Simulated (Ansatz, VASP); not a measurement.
# Two plane-wave programs on Ag

```
Ag
1.0
     2.93000    0.00000    0.00000
    -1.46500    2.53745    0.00000
     0.00000    0.00000    4.69420
Ag
2
Direct
  0.33333 0.66667 0.25000
  0.66667 0.33333 0.75000
```

Change from the starting cell: z stretched by -2 %, ions relaxed.

Alike in both runs: functional PBE; k mesh 18 × 18 × 10; occupations fermi-dirac, width 0.05 eV; no spin polarisation.

Ansatz relaxed the structure, and its values are those at the end. VASP's run is a single point on that final structure, the one shown.

```csv
,VASP,Ansatz
version,VASP 6.6.1,Ansatz 0.2.0
potentials or method,"VASP PAW PBE potentials, release 64 (Ag)","plane-wave PAW, scalar-relativistic"
plane-wave cutoff (eV),520,420
valence electrons in the cell,22,38
```

```tsv
	VASP	Ansatz	Ansatz less VASP
pressure (GPa)	2.3	2.5	+0.15
```

VASP's potentials hold 22 valence electrons a cell and Ansatz's 38, so a difference there can come from the potentials and not from the codes. Ansatz's warnings: stress scf threshold loose.
